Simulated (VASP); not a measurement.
Input of a VASP 6.6.1 run:

File INCAR:

```
SYSTEM = MgO
PREC     = Accurate       ! precision mode
ENCUT    = 600            ! plane-wave cutoff, eV
EDIFF    = 1E-6           ! SCF threshold, eV
ISMEAR   = 0              ! smearing method
SIGMA    = 0.01           ! smearing width, eV
LREAL    = .FALSE.        ! projectors in reciprocal space
LASPH    = .TRUE.         ! aspherical terms in the spheres
NELM     = 120            ! most SCF steps
ALGO     = Normal         ! electronic algorithm
ISIF     = 2              ! what is computed and relaxed
LWAVE    = .FALSE.        ! write WAVECAR
LCHARG   = .TRUE.         ! write CHGCAR
GGA      = PS             ! functional
LELF     = .TRUE.         ! ELF
LVHAR    = .TRUE.       
NBANDS   = 11             ! bands
GGA_COMPAT= .FALSE.
```

Contents of KPOINTS:

```
Automatic mesh
0
G
  10 10 10
  0 0 0
```

The input POSCAR:

```
MgO
1.0
    0.0000000000      2.1050000000      2.1050000000
    2.1050000000      0.0000000000      2.1050000000
    2.1050000000      2.1050000000      0.0000000000
Mg O
1 1
Direct
    0.0000000000      0.0000000000      0.0000000000
    0.5000000000      0.5000000000      0.5000000000
```

Potentials or basis: VASP PAW PBE potentials, release 64 (Mg, O).

Run with:

```sh
$ cat potpaw_PBE.64/Mg/POTCAR potpaw_PBE.64/O/POTCAR > POTCAR
$ mpirun -np 1 vasp_std > vasp.out
```

Q: Estimate the pressure.

A: -0.3 GPa.

Q: What does it give for the band gap on the k mesh?

A: 4.65 eV.

Caveat: the PAW data sets were made with another functional, which shifts forces and pressure a little.
